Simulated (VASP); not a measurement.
# PtS2 (P-3m1) in VASP: further runs, part 2 of 2

VASP 6.6.1.

## (4) Dielectric tensor, PBEsol

Contents of INCAR:

```
SYSTEM = PtS2
PREC     = Accurate       ! precision mode
ENCUT    = 520            ! plane-wave cutoff, eV
EDIFF    = 1E-8           ! SCF threshold, eV
ISMEAR   = 0              ! smearing method
SIGMA    = 0.01           ! smearing width, eV
LREAL    = .False.        ! projectors in reciprocal space
LASPH    = .True.         ! aspherical terms in the spheres
NELM     = 60             ! most SCF steps
ALGO     = Normal         ! electronic algorithm
ISIF     = 2              ! what is computed and relaxed
LWAVE    = .False.        ! write WAVECAR
LCHARG   = .False.        ! write CHGCAR
GGA      = PS             ! functional
LEPSILON = .True.         ! dielectric tensor by DFPT
```

Contents of KPOINTS:

```
Automatic mesh
0
Gamma
  8 8 6
  0 0 0
```

Contents of POSCAR:

```
PtS2
1.0
    3.5432000000      0.0000000000      0.0000000000
   -1.7716000000      3.0685012107      0.0000000000
    0.0000000000      0.0000000000      5.0388000000
Pt S
1 2
Direct
    0.0000000000      0.0000000000      0.0000000000
    0.6666666667      0.3333333333      0.7730000000
    0.3333333333      0.6666666667      0.2270000000
```

Potentials or basis: VASP PAW PBE potentials, release 64 (Pt, S).

The run is started by

```bash
$ cat potpaw_PBE.64/Pt/POTCAR potpaw_PBE.64/S/POTCAR > POTCAR
$ mpirun -np 1 vasp_std > vasp.out
```

OUTCAR:

```text
SYSTEM = PtS2
   PREC = Accurate
   ENCUT = 520
   EDIFF = 1E-8
   ISMEAR = 0
   LREAL = .False.
   LASPH = .True.
   NELM = 60
   ISIF = 2
   GGA = PS
   LEPSILON = .True.

 ion  position               nearest neighbor table
   1  0.000  0.000  0.000-   2 2.34   3 2.34   2 2.34   3 2.34   2 2.34   3 2.34
   2  0.667  0.333  0.773-   1 2.34   1 2.34   1 2.34
   3  0.333  0.667  0.227-   1 2.34   1 2.34   1 2.34

  LATTYP: Found a hexagonal cell.
 ALAT       =     3.5432000000
 C/A-ratio  =     1.4221043125

  Lattice vectors:

 A1 = (   3.5432000000,   0.0000000000,   0.0000000000)
 A2 = (  -1.7716000000,   3.0685012107,   0.0000000000)
 A3 = (   0.0000000000,   0.0000000000,   5.0388000000)
[... 684 lines left out ...]
     0.00000  0.00193  0.00000
    -0.00000 -0.00000 -0.00563

 MACROSCOPIC STATIC DIELECTRIC TENSOR (including local field effects in DFT)
 ------------------------------------------------------
          18.940664     0.000000    -0.000000
           0.000000    18.940664     0.000000
           0.000000     0.000000    10.005950
 ------------------------------------------------------

 PIEZOELECTRIC TENSOR (including local field effects)  for field in x, y, z        (e  Angst)
          XX          YY          ZZ          XY          YZ          ZX
  --------------------------------------------------------------------------------
  x     0.00000     0.00000     0.00000     0.00000     0.00000     0.00000
  y     0.00000     0.00000     0.00000     0.00000     0.00000     0.00000
  z     0.00000     0.00000     0.00000     0.00000     0.00000     0.00000

 PIEZOELECTRIC TENSOR (including local field effects)  for field in x, y, z        (C/m^2)
          XX          YY          ZZ          XY          YZ          ZX
  --------------------------------------------------------------------------------
  x     0.00000     0.00000     0.00000     0.00000     0.00000     0.00000
  y     0.00000     0.00000     0.00000     0.00000     0.00000     0.00000
  z     0.00000     0.00000     0.00000     0.00000     0.00000     0.00000

 BORN EFFECTIVE CHARGES (including local field effects) (in |e|, cummulative output)
 ---------------------------------------------------------------------------------
 ion    1
    1     2.87120     0.00000     0.00000
    2     0.00000     2.87120     0.00000
    3    -0.00000     0.00000    -0.66522
 ion    2
    1    -1.43560     0.00000     0.00000
    2     0.00000    -1.43560     0.00000
    3     0.00000    -0.00000     0.33261
 ion    3
    1    -1.43560     0.00000     0.00000
    2     0.00000    -1.43560     0.00000
    3     0.00000     0.00000     0.33261
```

OSZICAR:

```text
N       E                     dE             d eps       ncg     rms          rms(c)
DAV:   1     0.118669672679E+03    0.11867E+03   -0.10692E+04  1516   0.131E+03
DAV:   2    -0.128033359848E+02   -0.13147E+03   -0.12872E+03  1892   0.251E+02
DAV:   3    -0.182766739455E+02   -0.54733E+01   -0.54517E+01  1970   0.553E+01
[... 12 lines left out ...]
RMM:  10    -0.141991413525E+01    0.37236E-04   -0.10203E-05  2589   0.198E-03    0.891E-04
RMM:  11    -0.141992224030E+01   -0.81051E-05    0.18612E-06  2553   0.650E-04    0.498E-04
RMM:  12    -0.141993130561E+01   -0.90653E-05    0.17779E-06  2524   0.426E-04    0.122E-04
RMM:  13    -0.141992989349E+01    0.14121E-05    0.38319E-06  1706   0.101E-04    0.329E-05
RMM:  14    -0.141993003490E+01   -0.14140E-06   -0.19722E-07  1444   0.892E-05    0.115E-05
RMM:  15    -0.141992999823E+01    0.36662E-07   -0.18996E-08   569   0.510E-05    0.464E-06
```

stdout:

```text
POSCAR found type information on POSCAR PtS
 POSCAR found :  2 types and       3 ions
 scaLAPACK will be used
 -----------------------------------------------------------------------------
|                                                                             |
|                                                                             |
|     You enforced a specific xc type in the INCAR file but a different       |
[... 28 lines left out ...]
  Direction:   1
 dielectric tensor                  component  1 :    18.941     0.214     0.658
 Linear response to external field, progress :
  Direction:   2
 dielectric tensor                  component  2 :     0.216    18.941     0.000
 Linear response to external field, progress :
  Direction:   3
 dielectric tensor                  component  3 :    -1.933    -1.580    10.006
 Born effective charges drift removed
```

Run time: 18 min. Hardware: 1 thread of AMD EPYC, shared host; peak memory 0.36 GiB.

What came out:

| Property | Result |
| --- | --- |
| Band gap on the k mesh | 0.86 eV, indirect (least direct gap 1.08 eV) |
| Electronic dielectric tensor (diagonal) | 18.94, 18.94, 10.01 |
| Born charges (mean of the diagonal) | Pt +1.69; S -0.85 e |

Levels at points of the mesh, in eV from the valence-band top:
| k point | band 8 | band 9 | band 10 | band 11 | band 12 | band 13 | band 14 | band 15 |
| --- | --- | --- | --- | --- | --- | --- | --- | --- |
| (0.00, 0.00, 0.00) | -1.79 | -1.12 | -1.12 | -0.11 | 2.46 | 2.46 | 4.68 | 5.62 |
| (0.50, 0.00, 0.00) | -3.32 | -3.23 | -3.02 | -2.35 | 1.76 | 2.85 | 5.46 | 6.43 |
| (0.00, 0.00, 0.50) | -2.51 | -1.31 | -1.31 | -0.91 | 2.94 | 2.94 | 5.37 | 7.28 |
| (0.50, 0.00, 0.50) | -3.26 | -3.11 | -2.73 | -1.36 | 2.09 | 2.36 | 5.32 | 5.43 |

Electronic dielectric tensor:
```
18.94  0.00  0.00
 0.00 18.94  0.00
 0.00  0.00 10.01
```

Born effective charge tensors (e):
atom 1, Pt
```
 2.87  0.00  0.00
 0.00  2.87  0.00
 0.00  0.00 -0.67
```
atom 2, S
```
-1.44  0.00  0.00
 0.00 -1.44  0.00
 0.00  0.00  0.33
```
atom 3, S
```
-1.44  0.00  0.00
 0.00 -1.44  0.00
 0.00  0.00  0.33
```

Caveat: spin-orbit coupling is left out, which moves the levels of the heavy elements.
